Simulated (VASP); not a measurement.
A run of VASP 6.6.1 is set up as follows.

The input INCAR:

```
PREC = Accurate
ENCUT = 520
EDIFF = 1E-6
ISMEAR = -1
SIGMA = 0.05
LREAL = False
LASPH = True
NELM = 150
ALGO = Normal
ISIF = 2
LWAVE = False
LCHARG = False
ISPIN = 2
MAGMOM = 1.717
LORBIT = 11
LMAXMIX = 4
GGA = PE
NBANDS = 14
```

KPOINTS

```
regular mesh
0
Gamma
  17 17 17
```

The input POSCAR:

```
Co
1.0
    0.0000000000      1.8288709637      1.8288709637
    1.8288709637      0.0000000000      1.8288709637
    1.8288709637      1.8288709637      0.0000000000
Co
1
Direct
    0.0000000000      0.0000000000      0.0000000000
```

Potentials or basis: VASP PAW PBE potentials, release 64 (Co).

Launch:

```sh
$ cat potpaw_PBE.64/Co/POTCAR > POTCAR
$ mpirun -np 1 vasp_std > vasp.out
```

(1) Estimate the site moments.

(2) Predict the pressure.

(3) Estimate the net moment.

Answers

(1) Co +1.75 μB.

(2) -18.7 GPa.

(3) 1.71 μB per cell.

Caveat: the cell stands under tension.
